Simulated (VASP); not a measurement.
Set up this calculation in VASP 6.6.1, as the native input.

- Task: single point
- Functional: PBE
- Potentials or basis: VASP PAW PBE potentials, release 64 (As, B)
- Cutoff: 520 eV
- k mesh: 10 × 10 × 10
- Occupations: gaussian, width 0.026 eV
- Spin: no spin polarisation
- Dipole correction: no
- Further INCAR settings: ALGO = Normal; EDIFF = 1e-07; NBANDS = 11

The structure of BAs lies in POSCAR:

```
BAs
1.0
    0.0000000000      2.3885000000      2.3885000000
    2.3885000000      0.0000000000      2.3885000000
    2.3885000000      2.3885000000      0.0000000000
As B
1 1
Direct
    0.7500000000      0.7500000000      0.7500000000
    0.0000000000      0.0000000000      0.0000000000
```

One way to write it, as run:

INCAR

```
SYSTEM = BAs
  PREC = Accurate
  ENCUT = 520
  EDIFF = 1E-7
  ISMEAR = 0
  SIGMA = 0.026000000000000002
  LREAL = .FALSE.
  LASPH = .TRUE.
  NELM = 100
  ALGO = Normal
  ISIF = 2
  LWAVE = .FALSE.
  LCHARG = .FALSE.
  GGA = PE
  NBANDS = 11
```

KPOINTS

```
regular mesh
0
G
  10 10 10
  0 0 0
```

Potentials or basis: VASP PAW PBE potentials, release 64 (As, B).

The run is started by

```sh
$ cat potpaw_PBE.64/As/POTCAR potpaw_PBE.64/B/POTCAR > POTCAR
$ mpirun -np 1 vasp_std > vasp.out
```

Results of the run:

| Quantity | Value |
| --- | --- |
| Pressure | 3.4 GPa |
| Band gap on the k mesh | 1.18 eV, indirect (least direct gap 3.28 eV) |

Wall time 15 s on 1 thread of Intel(R) Xeon(R) Platinum 8488C (Sapphire Rapids) (shared host), peak memory 0.16 GiB.
